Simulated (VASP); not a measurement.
Write the native input for VASP 6.6.1 that does the following.

| Item | Value |
| --- | --- |
| Task | single point |
| Functional | LDA |
| Potentials or basis | VASP PAW LDA potentials, release 64 (Sr_sv) |
| Cutoff | 520 eV |
| k mesh | 6 × 6 × 6 |
| Occupations | fermi-dirac, width 0.05 eV |
| Spin | no spin polarisation |
| Dipole correction | no |
| Further INCAR settings | ALGO = Normal; EDIFF = 1e-06; NBANDS = 11 |

The structure of Sr lies in POSCAR:

```
Sr
1.0
    0.0000000000      3.1020190703      3.1020190703
    3.1020190703      0.0000000000      3.1020190703
    3.1020190703      3.1020190703      0.0000000000
Sr
1
Direct
    0.0000000000      0.0000000000      0.0000000000
```

These files were run (other wordings do the same):

INCAR

```
PREC = Accurate ; ENCUT = 520
EDIFF = 1E-6 ; ISMEAR = -1
SIGMA = 0.05 ; LREAL = False
LASPH = True ; NELM = 100
ALGO = Normal ; ISIF = 2
LWAVE = False ; LCHARG = True
LELF = True ; LVHAR = True
NBANDS = 11
```

KPOINTS

```
regular mesh
0
Gamma
  6 6 6
```

Potentials or basis: VASP PAW LDA potentials, release 64 (Sr_sv).

Command:

```console
$ cat potpaw_LDA.64/Sr_sv/POTCAR > POTCAR
$ mpirun -np 1 vasp_std > vasp.out
```

Results of the run:

The pressure is -2.0 GPa. The band gap on the k mesh is 0.11 eV, indirect (the least direct gap lies 1.6 meV higher).

It took 11 s on 1 thread of AMD EPYC 7R13, on a shared host, peak memory 0.17 GiB.
